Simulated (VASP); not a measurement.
Wanted: the native input for a VASP 6.6.1 run.

| Item | Value |
| --- | --- |
| Task | single point |
| Functional | PBEsol |
| Potentials or basis | VASP PAW PBE potentials, release 64 (Ti_sv) |
| Cutoff | 520 eV |
| k mesh | 19 × 19 × 19 |
| Occupations | fermi-dirac, width 0.1 eV |
| Spin | no spin polarisation |
| Dipole correction | no |
| Further INCAR settings | ALGO = Normal; EDIFF = 1e-06; NBANDS = 12 |

The structure of Ti lies in POSCAR:

```
Ti
1.0
    1.9361897247      0.0000000000      0.0000000000
    0.0000000000      1.9361897247      0.0000000000
    0.0000000000      0.0000000000      1.9361897247
Ti
1
Direct
    0.0000000000      0.0000000000      0.0000000000
```

This isn't the form of Ti at room conditions, which is hcp.

These files were run (other wordings do the same):

INCAR

```
SYSTEM = Ti
  PREC = Accurate
  ENCUT = 520
  EDIFF = 1E-6
  ISMEAR = -1
  SIGMA = 0.1
  LREAL = .FALSE.
  LASPH = .TRUE.
  NELM = 60
  ALGO = Normal
  ISIF = 2
  LWAVE = .FALSE.
  LCHARG = .FALSE.
  GGA = PS
  NBANDS = 12
```

KPOINTS

```
regular mesh
0
G
  19 19 19
  0 0 0
```

Potentials or basis: VASP PAW PBE potentials, release 64 (Ti_sv).

The run is started by

```console
$ cat potpaw_PBE.64/Ti_sv/POTCAR > POTCAR
$ mpirun -np 1 vasp_std > vasp.out
```

It gave:

* Pressure: 401.0 GPa
* Band gap on the k mesh: zero (bands 6 and 7 overlap by 7.62 eV)

Caveat: atoms lie so close that the PAW spheres overlap strongly, which falsifies energies and pressures; the cell stands under pressure; the PAW data sets were made with another functional, which shifts forces and pressure a little.

Run time: 12 s on 1 thread of Intel Xeon 8259CL (shared host), peak memory 0.12 GiB.
